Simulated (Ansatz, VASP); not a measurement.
**One calculation of Ga2O3, two programs**

Contents of POSCAR:

```
Ga2O3
1.0
    2.5289754451      1.4601046709      4.5413080054
   -2.5289754451      1.4601046709      4.5413080054
    0.0000000000     -2.9202092911      4.5413080216
Ga O
4 6
Direct
    0.8556819677      0.8556819677      0.8556819684
    0.6443180316      0.6443180316      0.6443180321
    0.1443180318      0.1443180318      0.1443180320
    0.3556819679      0.3556819679      0.3556819682
    0.7499999998      0.4463101678      0.0536898323
    0.4463101677      0.0536898319      0.7500000001
    0.0536898320      0.7499999997      0.4463101681
    0.2499999998      0.5536898318      0.9463101681
    0.9463101676      0.2499999998      0.5536898323
    0.5536898318      0.9463101676      0.2500000003
```

INCAR.step1

```
SYSTEM = Ga2O3
  PREC = Accurate
  ENCUT = 520
  EDIFF = 1E-5
  ISMEAR = -1
  SIGMA = 0.01
  LREAL = .FALSE.
  LASPH = .TRUE.
  NELM = 120
  ALGO = Normal
  ISIF = 2
  LWAVE = .TRUE.
  LCHARG = .FALSE.
  NBANDS = 55
  GGA = PE
  GGA_COMPAT = .FALSE.
  KPAR = 8
```

INCAR.step2

```
SYSTEM = Ga2O3
  PREC = Accurate
  ENCUT = 520
  EDIFF = 1E-6
  ISMEAR = -1
  SIGMA = 0.01
  LREAL = .FALSE.
  LASPH = .TRUE.
  NELM = 120
  ALGO = Normal
  ISIF = 2
  LWAVE = .FALSE.
  LCHARG = .FALSE.
  GGA = PE
  LHFCALC = .TRUE.
  HFSCREEN = 0.2079
  PRECFOCK = Fast
  NBANDS = 55
  ISTART = 1
  GGA_COMPAT = .FALSE.
  KPAR = 8
```

The input KPOINTS:

```
regular mesh
0
G
  4 4 4
  0 0 0
```

Input for Ansatz:

```yaml
crystal:
  lattice:
    - [2.5289754451, 1.4601046709, 4.5413080054]
    - [-2.5289754451, 1.4601046709, 4.5413080054]
    - [0.0, -2.9202092911, 4.5413080216]
  atoms:
    - { symbol: Ga, position: [0.8556819677, 0.8556819677, 0.8556819684] }
    - { symbol: Ga, position: [0.6443180316, 0.6443180316, 0.6443180321] }
    - { symbol: Ga, position: [0.1443180318, 0.1443180318, 0.144318032] }
    - { symbol: Ga, position: [0.3556819679, 0.3556819679, 0.3556819682] }
    - { symbol: O, position: [0.7499999998, 0.4463101678, 0.0536898323] }
    - { symbol: O, position: [0.4463101677, 0.0536898319, 0.7500000001] }
    - { symbol: O, position: [0.053689832, 0.7499999997, 0.4463101681] }
    - { symbol: O, position: [0.2499999998, 0.5536898318, 0.9463101681] }
    - { symbol: O, position: [0.9463101676, 0.2499999998, 0.5536898323] }
    - { symbol: O, position: [0.5536898318, 0.9463101676, 0.2500000003] }
basis:
  ecutwfc: 420.0
  ecutrho_ratio: 4
  xc_grid: 2
  precision: f64
hamiltonian:
  xc: hse06
  pseudopotentials: { kind: paw, azcp: { folder: soft_1 } }
scf:
  max_iter: 60
  occupations: { method: fermi_dirac, width: 0.01 }
kpoints:
  mp_grid: { grid: [4, 4, 4] }
checkpoint:
  write: "../edges1.hse06.run"
  compress: false
  write_wavefunctions: true
  write_every: 100000
```

Alike in both runs: task single point; functional HSE06; k mesh 4 × 4 × 4; occupations fermi-dirac, width 0.01 eV; no spin polarisation.

|  | VASP | Ansatz |
| --- | --- | --- |
| version | VASP 6.6.1 | Ansatz 0.2.0 |
| potentials or method | VASP PAW PBE potentials, release 64 (Ga_d, O), cutoff 520 eV | plane-wave PAW DFT |
| valence electrons in the cell | 88 | 88 |

Ansatz gave:

```
gap on the k mesh at the Fermi level (eV) : 4.17
```

**Question.** Which values does VASP return?

**Answer.** gap on the k mesh at the Fermi level (eV): 4.16.

The functional is the same, so the differences come from potentials, cutoffs and numerics.
